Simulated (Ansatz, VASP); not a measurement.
**EuS: VASP beside Ansatz**

Contents of INCAR:

```
PREC = Accurate
ENCUT = 600
EDIFF = 1E-6
ISMEAR = -1
SIGMA = 0.05
LREAL = False
LASPH = True
NELM = 200
ALGO = Normal
ISIF = 2
LWAVE = False
LCHARG = False
ISPIN = 2
MAGMOM = 7 0
LORBIT = 11
LMAXMIX = 6
GGA = PS
NBANDS = 22
GGA_COMPAT = False
```

File KPOINTS:

```
regular mesh
0
Gamma
  6 6 6
```

Contents of POSCAR:

```
EuS
1.0
    0.0000000000      2.9785000000      2.9785000000
    2.9785000000      0.0000000000      2.9785000000
    2.9785000000      2.9785000000      0.0000000000
Eu S
1 1
Direct
    0.0000000000      0.0000000000      0.0000000000
    0.5000000000      0.5000000000      0.5000000000
```

input.yaml

```yaml
crystal:
  lattice:
    - [0.0, 2.9785, 2.9785]
    - [2.9785, 0.0, 2.9785]
    - [2.9785, 2.9785, 0.0]
  atoms:
    - { symbol: Eu, position: [0.0, 0.0, 0.0], spin: 7.0 }
    - { symbol: S, position: [0.5, 0.5, 0.5] }
kpoints:
  mp_grid: { grid: [6, 6, 6] }
  band_path:
    path:
      - [0.0, 0.0, 0.0]
      - [0.5, 0.0, 0.5]
      - [0.5, 0.25, 0.75]
      - [0.375, 0.375, 0.75]
      - [0.0, 0.0, 0.0]
      - [0.5, 0.5, 0.5]
      - [0.625, 0.25, 0.625]
      - [0.5, 0.25, 0.75]
    npoints: 12
scf:
  occupations: { method: fermi_dirac, width: 0.05 }
hamiltonian:
  xc: pbesol
  pseudopotentials: { kind: all_electron, lapw: { basis_error: 0.001 } }
magnetization:
  spin_polarized: true
output:
  forces: true
  stress: true
  eigenvalues: true
```

Alike in both runs: functional PBEsol; k mesh 6 × 6 × 6; occupations fermi-dirac, width 0.05 eV; collinear spin.

```csv
,VASP,Ansatz
version,VASP 6.6.1,Ansatz 0.2.0
potentials or method,"VASP PAW PBE potentials, release 64 (Eu, S), cutoff 600 eV","all-electron LAPW, scalar-relativistic"
task,single point,band structure
```

```csv
,VASP,Ansatz,Ansatz less VASP
gap on the k mesh at the Fermi level (eV),none,none,-
pressure (GPa),-5.8,-5.4,+0.40
net moment per atom (μB),3.48,3.49,+0.001
size of the moment on the site where the two differ most (μB),6.59,6.90,+0.316
```

VASP's potentials were made for PBE, not for PBEsol. Site moments also hang on the region over which each program counts them. A gap of «none» marks a metal or a gap that the smearing closes. Ansatz ran all-electron here, and VASP with PAW potentials.

Spin-orbit coupling is off throughout. Noted on Ansatz's run: the k mesh is thin for a metal, which can move the energy by tens of meV per atom; the open f shell may have settled in a state that isn't the lowest.
